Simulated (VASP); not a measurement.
Set up this calculation in VASP 6.6.1, as the native input.

- Task: relaxation of cell and atoms
- Functional: PBE
- Dispersion: D4
- Potentials or basis: VASP PAW PBE potentials, release 64 (Ge_d)
- Cutoff: 600 eV
- k mesh: 11 × 11 × 10
- Occupations: fermi-dirac, width 0.05 eV
- Spin: no spin polarisation
- Dipole correction: no
- Further INCAR settings: ALGO = Normal; EDIFF = 1e-06; IBRION = 2; EDIFFG = -0.01; NSW = 60; ISIF = 3

The structure of Ge lies in POSCAR:

```
Ge
1.0
    1.3971490000     -2.6005160000      0.0000000000
    1.3971490000      2.6005160000      0.0000000000
    0.0000000000      0.0000000000      2.6982310000
Ge
1
Direct
    0.5000000000      0.5000000000      0.0000000000
```

One way to write it, as run:

INCAR

```
SYSTEM = Ge
ALGO = Normal ; EDIFF = 1E-6
EDIFFG = -0.01 ; ENCUT = 600
GGA = PE ; IBRION = 2
ISIF = 3 ; ISMEAR = -1
IVDW = 13 ; LASPH = .True.
LCHARG = .False. ; LREAL = .False.
LWAVE = .False. ; NELM = 100
NSW = 60 ; PREC = Accurate
SIGMA = 0.05
```

KPOINTS

```
k-points
0
Gamma
  11 11 10
  0 0 0
```

Potentials or basis: VASP PAW PBE potentials, release 64 (Ge_d).

The run is started by

```sh
$ cat potpaw_PBE.64/Ge_d/POTCAR > POTCAR
$ mpirun -np 1 vasp_std > vasp.out
```

Results of the run:

```yaml
Relaxed_volume: 18.58 Å³/atom
Relaxed_cell: a = 2.841 Å, b = 2.841 Å, c = 2.679 Å, α = 90.00°, β = 90.00°, γ = 120.77°
Space_group_after_relaxing_to_0.05_Å: Cmmm (No. 65)
Energy_gained_by_relaxing: 16.5 meV/atom
Ionic_steps: 14
Pressure_after_relaxing: 0.0 GPa
Band_gap_on_the_k_mesh: zero (band 7 reaches 13.55 eV, above the bottom of band 8 at 4.36 eV)
Dispersion_energy_per_atom: -0.390 eV
```

Caveat: pairwise dispersion overbinds metals, which lowers pressure and volume.

Wall time 5.5 min on 1 thread of Intel Xeon 8259CL, on a shared host, peak memory 0.19 GiB.
